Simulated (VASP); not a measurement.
MgC: density of states with PBE

The system is MgC.

```
CELL_PARAMETERS angstrom
3.54937 0.00000 0.00000
-1.77468 3.07384 0.00000
0.00000 0.00000 9.07195
ATOMIC_POSITIONS crystal
Mg 0.00000 0.00000 0.00000
Mg 0.33333 0.66667 0.25000
Mg 0.00000 0.00000 0.50000
Mg 0.66667 0.33333 0.75000
C 0.66667 0.33333 0.17153
C 0.66667 0.33333 0.32847
C 0.33333 0.66667 0.67153
C 0.33333 0.66667 0.82847
```

```json
{"Program": "VASP 6.6.1", "Task": "density of states", "Functional": "PBE", "Potentials or basis": "VASP PAW PBE potentials, release 64 (Mg, C)", "Cutoff": "520 eV", "k mesh": "12 × 12 × 4", "Occupations": "gaussian, width 0.1 eV", "Spin": "no spin polarisation", "Dipole correction": "no", "k mesh for the DOS": "18 × 18 × 6", "Occupations for the DOS": "tetrahedron", "Further INCAR settings": "ALGO = Normal; EDIFF = 1e-07; NBANDS = 22"}
```

```yaml
Valence_electrons_inside_the_program's_atomic_spheres: Mg 0.31, 0.47; C 2.41
```

Levels at points of the mesh, in eV from the Fermi level:
```csv
k point,band 8,band 9,band 10,band 11,band 12,band 13,band 14,band 15,band 16,band 17
"(0.00, 0.00, 0.00)",-3.74,-3.66,-3.66,1.75,1.75,2.20,2.20,2.64,2.65,2.99
"(0.50, 0.00, 0.00)",-4.35,-4.20,-3.39,-2.67,-1.71,0.54,1.44,2.50,3.46,3.57
"(0.00, 0.00, 0.50)",-3.71,-3.71,-3.71,1.97,1.97,1.97,1.97,2.77,2.77,3.80
"(0.50, 0.00, 0.50)",-4.30,-4.24,-4.24,-1.81,-1.81,0.96,0.96,2.81,2.81,3.64
```

Wall time 5.2 min on 1 thread of Intel(R) Xeon(R) Platinum 8259CL CPU @ 2.50GHz (Skylake/Cascade Lake), on a shared host, peak memory 0.4 GiB.
